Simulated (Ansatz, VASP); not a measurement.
## One calculation of Ge, two programs

Contents of POSCAR:

```
Ge
1.0
    4.1244692178      0.0000000000      0.0000000000
   -2.0622346089      3.5718951198      0.0000000000
    0.0000000000      0.0000000000      6.2148981906
Ge
4
Direct
    0.6666666700      0.3333333300      0.0250188917
    0.3333333300      0.6666666700      0.5250188917
    0.6666666700      0.3333333300      0.4749811083
    0.3333333300      0.6666666700      0.9749811083
```

The input INCAR.step1:

```
SYSTEM = Ge
PREC     = Accurate       ! precision mode
ENCUT    = 520            ! plane-wave cutoff, eV
ISMEAR   = 0              ! smearing method
SIGMA    = 0.1            ! smearing width, eV
LREAL    = .FALSE.        ! projectors in reciprocal space
LASPH    = .TRUE.         ! aspherical terms in the spheres
NELM     = 60             ! most SCF steps
NBANDS   = 36             ! bands
GGA      = PE             ! functional
ALGO     = Normal         ! electronic algorithm
EDIFF    = 1E-4           ! SCF threshold, eV
LWAVE    = .TRUE.         ! write WAVECAR
LCHARG   = .FALSE.        ! write CHGCAR
```

The input INCAR.step2:

```
SYSTEM = Ge
PREC     = Accurate       ! precision mode
ENCUT    = 520            ! plane-wave cutoff, eV
EDIFF    = 1E-6           ! SCF threshold, eV
ISMEAR   = 0              ! smearing method
SIGMA    = 0.1            ! smearing width, eV
LREAL    = .FALSE.        ! projectors in reciprocal space
LASPH    = .TRUE.         ! aspherical terms in the spheres
NELM     = 60             ! most SCF steps
ALGO     = Normal         ! electronic algorithm
ISIF     = 2              ! what is computed and relaxed
LWAVE    = .FALSE.        ! write WAVECAR
LCHARG   = .TRUE.         ! write CHGCAR
METAGGA  = R2SCAN         ! meta-GGA
LMIXTAU  = .TRUE.       
LELF     = .TRUE.         ! ELF
LVHAR    = .TRUE.       
NBANDS   = 36             ! bands
ISTART   = 1
```

KPOINTS

```
Automatic mesh
0
G
  12 12 6
  0 0 0
```

Input for Ansatz:

```yaml
crystal:
  lattice:
    - [4.1244692178, 0.0, 0.0]
    - [-2.0622346089, 3.5718951198, 0.0]
    - [0.0, 0.0, 6.2148981906]
  atoms:
    - { symbol: Ge, position: [0.66666667, 0.33333333, 0.0250188917] }
    - { symbol: Ge, position: [0.33333333, 0.66666667, 0.5250188917] }
    - { symbol: Ge, position: [0.66666667, 0.33333333, 0.4749811083] }
    - { symbol: Ge, position: [0.33333333, 0.66666667, 0.9749811083] }
basis:
  ecutwfc: 500
kpoints:
  mp_grid: { grid: [12, 12, 6] }
hamiltonian:
  xc: r2scan
scf:
  occupations: { method: gaussian, width: 0.1 }
output:
  forces: true
  stress: true
  eigenvalues: true
  write_density: true
  write_potential: true
  elf: true
  volumetric_format: npy
```

Alike in both runs: task single point; functional r2SCAN; k mesh 12 × 12 × 6; occupations gaussian, width 0.1 eV; no spin polarisation.

|  | VASP | Ansatz |
| --- | --- | --- |
| version | VASP 6.6.1 | Ansatz 0.2.0 |
| potentials or method | VASP PAW PBE potentials, release 64 (Ge_d), cutoff 520 eV | scalar-relativistic, plane waves, PAW |
| valence electrons in the cell | 56 | 56 |

Ansatz gave:

```
gap on the k mesh at the Fermi level (eV)                     : none
pressure (GPa)                                                : 0.9
traceless stress, the component that is largest in VASP (GPa) : -2.52
rms of the force components (eV/Å)                            : 1.072
```

**Question.** Estimate VASP's values.

**Answer.** gap on the k mesh at the Fermi level (eV): none; pressure (GPa): 0.9; traceless stress, the component that is largest in VASP (GPa): -2.64; rms of the force components (eV/Å): 1.073.

VASP's potentials were made for PBE, not for r2SCAN. Atom by atom the forces differ by 0.001 eV/Å (rms over components). A gap of «none» marks a metal or a gap that the smearing closes. With one functional, cell and mesh, what is left measures potentials, basis and numerics.
